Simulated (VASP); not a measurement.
Set up this calculation in VASP 6.6.1, as the native input.

```yaml
Task: single point
Functional: PBE
Potentials_or_basis: VASP PAW PBE potentials, release 64 (Si, Ge_d)
Cutoff: 520 eV
k_mesh: 6 × 6 × 2
Occupations: gaussian, width 0.1 eV
Spin: no spin polarisation
Dipole_correction: no
Further_INCAR_settings: ALGO = Normal; EDIFF = 1e-07; NBANDS = 38
```

The structure of SiGe4 lies in POSCAR:

```
SiGe4
1.0
    2.8317534200      0.0000000000      0.0000000000
   -1.4158767100      2.4523704000      0.0000000000
    0.0000000000      0.0000000000     13.2959053700
Si Ge
1 4
Direct
    0.0000000000      0.0000000000      0.5000000000
    0.0000000000      0.0000000000      0.7000000000
    0.0000000000      0.0000000000      0.9000000000
    0.0000000000      0.0000000000      0.1000000000
    0.0000000000      0.0000000000      0.3000000000
```

One way to write it, as run:

INCAR

```
PREC = Accurate ; ENCUT = 520
EDIFF = 1E-7 ; ISMEAR = 0
SIGMA = 0.1 ; LREAL = False
LASPH = True ; NELM = 80
ALGO = Normal ; ISIF = 2
LWAVE = False ; LCHARG = False
GGA = PE ; NBANDS = 38
```

KPOINTS

```
Automatic mesh
0
Gamma
  6 6 2
```

Potentials or basis: VASP PAW PBE potentials, release 64 (Si, Ge_d).

Launch:

```console
$ cat potpaw_PBE.64/Si/POTCAR potpaw_PBE.64/Ge_d/POTCAR > POTCAR
$ mpirun -np 1 vasp_std > vasp.out
```

It gave:

```
Pressure               : 1.4 GPa
Largest force          : 0.455 eV/Å
Band gap on the k mesh : zero (bands 30 and 31 overlap by 9.51 eV)
```

Caveat: the k points lie up to 0.43 Å⁻¹ apart, too coarse for converged energies and pressures of a metal.

Wall time 25 s on 1 thread of Intel(R) Xeon(R) 6975P-C (Granite Rapids), on a shared host, peak memory 0.23 GiB.
